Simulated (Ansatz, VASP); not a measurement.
**Al3B2Sb in VASP and in Ansatz**

INCAR

```
SYSTEM = Al3B2Sb
ALGO = Normal
EDIFF = 1E-7
ENCUT = 520
GGA = PE
ISIF = 2
ISMEAR = 0
LASPH = .TRUE.
LCHARG = .TRUE.
LELF = .TRUE.
LREAL = .FALSE.
LVHAR = .TRUE.
LWAVE = .FALSE.
NBANDS = 32
NELM = 80
PREC = Accurate
SIGMA = 0.2
```

The input KPOINTS:

```
k-points
0
G
  6 4 2
  0 0 0
```

POSCAR

```
Al3B2Sb
1.0
    0.0000000000      0.0000000000     -3.2339459074
    2.8010195687     -4.8515082002      0.0000000000
   -8.4030586961     -4.8515082060      0.0000000000
Al B Sb
6 4 2
Direct
    1.0000000000      0.5000000000      1.0000000000
    1.0000000000      0.0000000000      0.5000000000
    0.0000000000      0.2500000000      0.7500000000
    0.0000000000      0.7500000000      0.2500000000
    0.0000000000      0.7500000000      0.7500000000
    0.0000000000      0.2500000000      0.2500000000
    0.5000000000      0.5000000000      0.8333333333
    0.5000000000      0.0000000000      0.3333333333
    0.5000000000      1.0000000000      0.6666666667
    0.5000000000      0.5000000000      0.1666666667
    0.5000000000      0.5000000000      0.5000000000
    0.5000000000      0.0000000000      1.0000000000
```

Input for Ansatz:

```yaml
crystal:
  lattice:
    - [0.0, 0.0, -3.2339459074]
    - [2.8010195687, -4.8515082002, 0.0]
    - [-8.4030586961, -4.851508206, 0.0]
  atoms:
    - { symbol: Al, position: [1.0, 0.5, 1.0] }
    - { symbol: Al, position: [1.0, 0.0, 0.5] }
    - { symbol: Al, position: [0.0, 0.25, 0.75] }
    - { symbol: Al, position: [0.0, 0.75, 0.25] }
    - { symbol: Al, position: [0.0, 0.75, 0.75] }
    - { symbol: Al, position: [0.0, 0.25, 0.25] }
    - { symbol: B, position: [0.5, 0.5, 0.8333333333] }
    - { symbol: B, position: [0.5, 0.0, 0.3333333333] }
    - { symbol: B, position: [0.5, 1.0, 0.6666666667] }
    - { symbol: B, position: [0.5, 0.5, 0.1666666667] }
    - { symbol: Sb, position: [0.5, 0.5, 0.5] }
    - { symbol: Sb, position: [0.5, 0.0, 1.0] }
basis:
  ecutwfc: 420
kpoints:
  mp_grid: { grid: [6, 4, 2] }
hamiltonian:
  xc: pbe
scf:
  occupations: { method: gaussian, width: 0.2 }
  lower_state_search: "off"
output:
  forces: true
  stress: true
  eigenvalues: true
```

Alike in both runs: task single point; functional PBE; k mesh 6 × 4 × 2; occupations gaussian, width 0.2 eV; no spin polarisation.

```csv
,VASP,Ansatz
version,VASP 6.6.1,Ansatz 0.2.0
potentials or method,"VASP PAW PBE potentials, release 64 (Al, B, Sb), cutoff 520 eV","scalar-relativistic, plane waves, PAW"
valence electrons in the cell,40,60
```

VASP gave:

```
gap on the k mesh at the Fermi level (eV)                     : none
pressure (GPa)                                                : -0.3
traceless stress, the component that is largest in VASP (GPa) : -1.41
rms of the force components (eV/Å)                            : 0.015
```

Problem. What did Ansatz give for the same quantities?

Solution. gap on the k mesh at the Fermi level (eV): none; pressure (GPa): -0.3; traceless stress, the component that is largest in VASP (GPa): -1.42; rms of the force components (eV/Å): 0.015.

Atom by atom the forces differ by 0.000 eV/Å (rms over components). A gap of «none» marks a metal or a gap that the smearing closes. VASP's potentials hold 40 valence electrons a cell and Ansatz's 60, so a difference there can come from the potentials and not from the codes.

Neither program's run includes spin-orbit coupling.
